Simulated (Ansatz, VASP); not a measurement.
## Fe: VASP beside Ansatz

The input INCAR:

```
SYSTEM = Fe
ALGO = Normal
EDIFF = 1E-7
ENCUT = 520
ISIF = 2
ISMEAR = -1
ISPIN = 2
LASPH = .True.
LCHARG = .True.
LELF = .True.
LMAXMIX = 4
LORBIT = 11
LREAL = .False.
LVHAR = .True.
LWAVE = .False.
MAGMOM = 2.3
NBANDS = 14
NELM = 150
PREC = Accurate
SIGMA = 0.05
```

The input KPOINTS:

```
k-points
0
Gamma
  12 12 12
  0 0 0
```

File POSCAR:

```
Fe
1.0
   -1.4430000000      1.4430000000      1.4430000000
    1.4430000000     -1.4430000000      1.4430000000
    1.4430000000      1.4430000000     -1.4430000000
Fe
1
Direct
    0.0000000000      0.0000000000      0.0000000000
```

Input for Ansatz:

```yaml
crystal:
  lattice:
    - [-1.443, 1.443, 1.443]
    - [1.443, -1.443, 1.443]
    - [1.443, 1.443, -1.443]
  atoms:
    - { symbol: Fe, position: [0.0, 0.0, 0.0], spin: 2.3 }
magnetization:
  spin_polarized: true
kpoints:
  mp_grid: { grid: [12, 12, 12] }
  band_path:
    path:
      - [0.0, 0.0, 0.0]
      - [0.5, -0.5, 0.5]
      - [0.0, 0.0, 0.5]
      - [0.0, 0.0, 0.0]
      - [0.25, 0.25, 0.25]
      - [0.5, -0.5, 0.5]
      - [0.25, 0.25, 0.25]
      - [0.0, 0.0, 0.5]
    npoints: 8
scf:
  occupations: { method: fermi_dirac, width: 0.05 }
  lower_state_search: "off"
hamiltonian:
  xc: lda
  pseudopotentials: { kind: paw }
output:
  eigenvalues: false
  eigenstates:
    nscf_kmesh: { grid: [12, 12, 12] }
    top_band: c10
    exchange_couplings: { magnetic: [{ species: Fe }] }
```

Alike in both runs: task single point; functional LDA; k mesh 12 × 12 × 12; occupations fermi-dirac, width 0.05 eV; collinear spin.

|  | VASP | Ansatz |
| --- | --- | --- |
| version | VASP 6.6.1 | Ansatz 0.2.0 |
| potentials or method | VASP PAW LDA potentials, release 64 (Fe) | PAW with Ansatz's default frozen-core files, scalar-relativistic |
| plane-wave cutoff (eV) | 520 | 420 |
| valence electrons in the cell | 8 | 16 |

Ansatz gave:

- net moment per atom (μB): 2.29
- size of the moment on the site where the two differ most (μB): 2.31

Question: Estimate VASP's values.

Answer: net moment per atom (μB): 2.26; size of the moment on the site where the two differ most (μB): 2.24.

LDA's correlation is that of Perdew and Zunger in VASP and of Perdew and Wang (1992) in Ansatz. Site moments also hang on the region over which each program counts them. VASP's potentials hold 8 valence electrons a cell and Ansatz's 16, so a difference there can come from the potentials and not from the codes.
